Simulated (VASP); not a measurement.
Wanted: the native input for a VASP 6.6.1 run.

```yaml
Task: single point
Functional: PBE
Potentials_or_basis: VASP PAW PBE potentials, release 64 (Ir)
Cutoff: 520 eV
k_mesh: 22 × 22 × 22
Occupations: gaussian, width 0.15 eV
Spin: no spin polarisation
Dipole_correction: no
Further_INCAR_settings: ALGO = Fast; EDIFF = 1e-06; NBANDS = 10
```

The structure of Ir lies in POSCAR:

```
Ir
1.0
    0.0000000000      1.9686915243      1.8698632098
    1.9686915243      0.0000000000      1.8698632098
    1.9686915243      1.9686915243      0.0000000000
Ir
1
Direct
    0.0000000000      0.0000000000      0.0000000000
```

These files were run (other wordings do the same):

INCAR

```
SYSTEM = Ir
PREC = Accurate ; ENCUT = 520
EDIFF = 1E-6 ; ISMEAR = 0
SIGMA = 0.15 ; LREAL = .FALSE.
LASPH = .TRUE. ; NELM = 60
ALGO = Fast ; ISIF = 2
LWAVE = .FALSE. ; LCHARG = .FALSE.
GGA = PE ; NBANDS = 10
```

KPOINTS

```
Automatic mesh
0
G
  22 22 22
  0 0 0
```

Potentials or basis: VASP PAW PBE potentials, release 64 (Ir).

Run with:

```console
$ cat potpaw_PBE.64/Ir/POTCAR > POTCAR
$ mpirun -np 1 vasp_std > vasp.out
```

It gave:

| Item | Value |
| --- | --- |
| Pressure | 1.2 GPa |
| Band gap on the k mesh | zero (an odd number of electrons rules out a gap without spin polarisation) |

Caveat: spin-orbit coupling is left out, which moves the levels of the heavy elements.

It took 96 s on 1 thread of Intel(R) Xeon(R) Platinum 8259CL CPU @ 2.50GHz (Skylake/Cascade Lake), on a shared host, peak memory 0.24 GiB.
